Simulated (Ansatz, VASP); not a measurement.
**One calculation of Zn, two programs**

```
Zn
1.0
     2.51370    0.00000    0.00000
     0.00000    2.51370    0.00000
     0.00000    0.00000    2.51370
Zn
1
Direct
  0.00000 0.00000 0.00000
```

Alike in both runs: task single point; functional PBEsol; k mesh 8 × 8 × 8; occupations gaussian, width 0.1 eV; no spin polarisation.

```csv
,VASP,Ansatz
version,VASP 6.6.1,Ansatz 0.2.0
potentials or method,"VASP PAW PBE potentials, release 64 (Zn), cutoff 520 eV","scalar-relativistic, plane waves, PAW"
valence electrons in the cell,12,12
```

```csv
,VASP,Ansatz,Ansatz less VASP
gap on the k mesh at the Fermi level (eV),none,none,-
pressure (GPa),5.6,5.1,-0.54
```

VASP's potentials were made for PBE, not for PBEsol. A gap of «none» marks a metal or a gap that the smearing closes. The functional is the same, so the differences come from potentials, cutoffs and numerics.
